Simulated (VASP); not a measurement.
Set up this calculation in VASP 6.6.1, as the native input.

* Task: single point
* Functional: RPBE
* Potentials or basis: VASP PAW PBE potentials, release 64 (Te, Mo_sv)
* Cutoff: 520 eV
* k mesh: 4 × 8 × 1
* Occupations: fermi-dirac, width 0.05 eV
* Spin: no spin polarisation
* Dipole correction: no
* Further INCAR settings: ALGO = Normal; EDIFF = 1e-07; NBANDS = 35

The structure of Te2Mo lies in POSCAR:

```
Te2Mo
1.0
    6.3616090156      0.0000000000      0.0000000000
    0.0000000000      3.4804030600      0.0000000000
   -0.0857412231      0.0000000000     36.1758904685
Te Mo
4 2
Direct
    0.4292511000      0.7500000000      0.5407035800
    0.5707489000      0.2500000000      0.4592964200
    0.9208478700      0.2500000000      0.5565273200
    0.0791521300      0.7500000000      0.4434726800
    0.1813475600      0.2500000000      0.4974653700
    0.8186524400      0.7500000000      0.5025346300
```

One way to write it, as run:

INCAR

```
SYSTEM = Te2Mo
PREC     = Accurate       ! precision mode
ENCUT    = 520            ! plane-wave cutoff, eV
EDIFF    = 1E-7           ! SCF threshold, eV
ISMEAR   = -1             ! smearing method
SIGMA    = 0.05           ! smearing width, eV
LREAL    = .FALSE.        ! projectors in reciprocal space
LASPH    = .TRUE.         ! aspherical terms in the spheres
NELM     = 100            ! most SCF steps
ALGO     = Normal         ! electronic algorithm
ISIF     = 2              ! what is computed and relaxed
LWAVE    = .FALSE.        ! write WAVECAR
LCHARG   = .FALSE.        ! write CHGCAR
GGA      = RP             ! functional
NBANDS   = 35             ! bands
```

KPOINTS

```
Automatic mesh
0
G
  4 8 1
  0 0 0
```

Potentials or basis: VASP PAW PBE potentials, release 64 (Te, Mo_sv).

Run with:

```sh
$ cat potpaw_PBE.64/Te/POTCAR potpaw_PBE.64/Mo_sv/POTCAR > POTCAR
$ mpirun -np 1 vasp_std > vasp.out
```

Results of the run:

* Largest force: 0.455 eV/Å
* Band gap on the k mesh: zero (bands 26 and 27 overlap by 0.17 eV)

Caveat: there is no dipole correction, which matters where the two faces differ; the PAW data sets were made with another functional, which shifts forces and pressure a little; spin-orbit coupling is left out, which moves the levels of the heavy elements.

Wall time 17 min on 1 thread of Intel Xeon 8259CL (shared host), peak memory 0.91 GiB.
